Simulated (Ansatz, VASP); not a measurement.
# Ag in VASP and in Ansatz

```
Ag
1.0
    -1.65565    1.76426    1.76426
     1.65565   -1.54704    1.54704
     1.65565    1.54704   -1.54704
Ag
1
Cartesian
  0.0000 0.0000 0.0000
```

Change from the starting cell: strain +0.1312 x Voigt [0, 0, 0, 1, 0, 0], atoms carried along.

Alike in both runs: task single point; functional PBEsol; k mesh 20 × 20 × 20; occupations gaussian, width 0.15 eV; no spin polarisation.

|  | VASP | Ansatz |
| --- | --- | --- |
| version | VASP 6.6.1 | Ansatz 0.2.0 |
| potentials or method | VASP PAW PBE potentials, release 64 (Ag), cutoff 520 eV | scalar-relativistic, plane waves, PAW |
| valence electrons in the cell | 11 | 19 |

|  | VASP | Ansatz | Ansatz less VASP |
| --- | --- | --- | --- |
| gap on the k mesh at the Fermi level (eV) | none | none | - |
| pressure (GPa) | -5.6 | -5.4 | +0.14 |
| traceless stress, the component that is largest in VASP (GPa) | -6.27 | -6.33 | -0.056 |

VASP's potentials were made for PBE, not for PBEsol. A gap of «none» marks a metal or a gap that the smearing closes. VASP's potentials hold 11 valence electrons a cell and Ansatz's 19, so a difference there can come from the potentials and not from the codes.
